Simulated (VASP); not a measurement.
Wanted: the native input for a VASP 6.6.1 run.

```yaml
Task: single point
Functional: PBEsol
Potentials_or_basis: VASP PAW PBE potentials, release 64 (Y_sv)
Cutoff: 520 eV
k_mesh: 13 × 13 × 13
Occupations: fermi-dirac, width 0.1 eV
Spin: no spin polarisation
Dipole_correction: no
Further_INCAR_settings: ALGO = Normal; EDIFF = 1e-06; NBANDS = 12
```

The structure of Y lies in POSCAR:

```
Y
1.0
   -1.9059399723      1.9059399723      1.9059399723
    1.9059399723     -1.9059399723      1.9059399723
    1.9059399723      1.9059399723     -1.9059399723
Y
1
Direct
    0.0000000000      0.0000000000      0.0000000000
```

This cell differs from its parent crystal: volume scaled by 0.88.

One way to write it, as run:

INCAR

```
ALGO = Normal
EDIFF = 1E-6
ENCUT = 520
GGA = PS
ISIF = 2
ISMEAR = -1
LASPH = True
LCHARG = False
LREAL = False
LWAVE = False
NBANDS = 12
NELM = 80
PREC = Accurate
SIGMA = 0.1
```

KPOINTS

```
k-points
0
Gamma
  13 13 13
```

Potentials or basis: VASP PAW PBE potentials, release 64 (Y_sv).

Command:

```console
$ cat potpaw_PBE.64/Y_sv/POTCAR > POTCAR
$ mpirun -np 1 vasp_std > vasp.out
```

It gave:

```
Pressure : 6.0 GPa
```

Caveat: the PAW data sets were made with another functional, which shifts forces and pressure a little.

Run time: 64 s on 1 thread of AMD EPYC 7R13 (shared host), peak memory 0.16 GiB.
